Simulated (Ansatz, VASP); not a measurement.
## One calculation of Bi2TeO3, two programs

The input INCAR:

```
SYSTEM = Bi2TeO3
ALGO = Fast ; EDIFF = 1E-6
EDIFFG = -0.04 ; ENCUT = 600
GGA = PE ; IBRION = 2
ISIF = 3 ; ISMEAR = 0
LASPH = .True. ; LCHARG = .False.
LREAL = .False. ; LWAVE = .False.
NELM = 60 ; NSW = 90
PREC = Accurate ; SIGMA = 0.1
```

File KPOINTS:

```
k-points
0
Gamma
  3 3 6
  0 0 0
```

Contents of POSCAR:

```
Bi2TeO3
1.0
    6.0192916500      0.0000000000      0.0000000000
   -3.0096458300      5.2128594800      0.0000000000
    0.0000000000      0.0000000000      3.5921396600
Bi Te O
2 1 3
Direct
    0.3333333300      0.6666666700      0.0000000000
    0.6666666700      0.3333333300      0.0000000000
    0.0000000000      0.0000000000      0.0000000000
    0.5000000000      0.0000000000      0.5000000000
    0.5000000000      0.5000000000      0.5000000000
    0.0000000000      0.5000000000      0.5000000000
```

Input for Ansatz:

```yaml
crystal:
  lattice:
    - [6.01929165, 0.0, 0.0]
    - [-3.00964583, 5.21285948, 0.0]
    - [0.0, 0.0, 3.59213966]
  atoms:
    - { symbol: Bi, position: [0.33333333, 0.66666667, 0.0] }
    - { symbol: Bi, position: [0.66666667, 0.33333333, 0.0] }
    - { symbol: Te, position: [0.0, 0.0, 0.0] }
    - { symbol: O, position: [0.5, 0.0, 0.5] }
    - { symbol: O, position: [0.5, 0.5, 0.5] }
    - { symbol: O, position: [0.0, 0.5, 0.5] }
basis:
  ecutwfc: 420
kpoints:
  mp_grid: { grid: [3, 3, 6] }
hamiltonian:
  xc: pbe
scf:
  occupations: { method: gaussian, width: 0.1 }
  lower_state_search: "off"
output:
  forces: true
  stress: true
  eigenvalues: true
relax:
  adjacent_minimum: "off"
  f_tol: 0.04
  max_steps: 70
  cell: { stress_tol: 0.4 }
```

Change from the starting cell: species swapped into the SmCo3B2 type (P6/mmm, No. 191).

Alike in both runs: task relaxation of cell and atoms; functional PBE; k mesh 3 × 3 × 6; occupations gaussian, width 0.1 eV; no spin polarisation.

|  | VASP | Ansatz |
| --- | --- | --- |
| version | VASP 6.6.1 | Ansatz 0.2.0 |
| potentials or method | VASP PAW PBE potentials, release 64 (Bi_d, Te, O), cutoff 600 eV | scalar-relativistic, plane waves, PAW |
| valence electrons in the cell | 54 | 64 |

VASP gave:

* gap on the k mesh at the Fermi level, each at its own relaxed structure (eV): none
* relaxed volume (Å³/atom): 18.47
* relaxed length of the cell vector where the two differ most in proportion (Å): 6.306

Q: What did Ansatz give for the same quantities?

A: gap on the k mesh at the Fermi level, each at its own relaxed structure (eV): none; relaxed volume (Å³/atom): 18.43; relaxed length of the cell vector where the two differ most in proportion (Å): 6.297.

A gap of «none» marks a metal or a gap that the smearing closes. VASP's potentials hold 54 valence electrons a cell and Ansatz's 64, so a difference there can come from the potentials and not from the codes.

The k mesh is coarse, so the values compare programs but aren't converged. Spin-orbit coupling is off throughout.
